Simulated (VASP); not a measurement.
Crystal: Cd2SO.

```
Cd S O
1.0
    -2.26671    2.26671    3.85520
     2.26671   -2.26671    3.85520
     2.26671    2.26671   -3.85520
Cd S O
2 1 1
Direct
  0.73497 0.73497 0.00000
  0.26503 0.26503 0.00000
  0.50000 0.50000 0.00000
  0.00000 0.00000 0.00000
```

Base run:

| Item | Value |
| --- | --- |
| Program | VASP 6.6.1 |
| Functional | PBE |
| Potentials or basis | VASP PAW PBE potentials, release 64 (Cd, S, O) |
| Cutoff | 520 eV |
| k mesh | 6 × 6 × 6 |
| Occupations | gaussian, width 0.1 eV |
| Spin | no spin polarisation |

Its results: band gap on the k mesh zero (band 18 reaches 2.48 eV, above the bottom of band 19 at 1.58 eV); pressure 47.1 GPa; largest force 19.076 eV/Å.

The run is repeated on the same cell with these changes: potentials or basis from VASP PAW PBE potentials, release 64 (Cd, S, O) to VASP PAW PBE potentials, release 64 (Cd_sv_GW, S, O); cutoff from 520 eV to 600 eV; further incar settings from ALGO = Normal; EDIFF = 1e-07; NBANDS = 26 to ALGO = Normal; EDIFF = 1e-06; NBANDS = 34; valence electrons from 36 to 52. What comes out?

Band gap on the k mesh zero (band 26 reaches 4.40 eV, above the bottom of band 27 at 3.51 eV); pressure 43.5 GPa; largest force 18.300 eV/Å.

Caveats: forces of over 1 eV/Å act on the atoms, so gaps and moduli don't describe the material at rest.
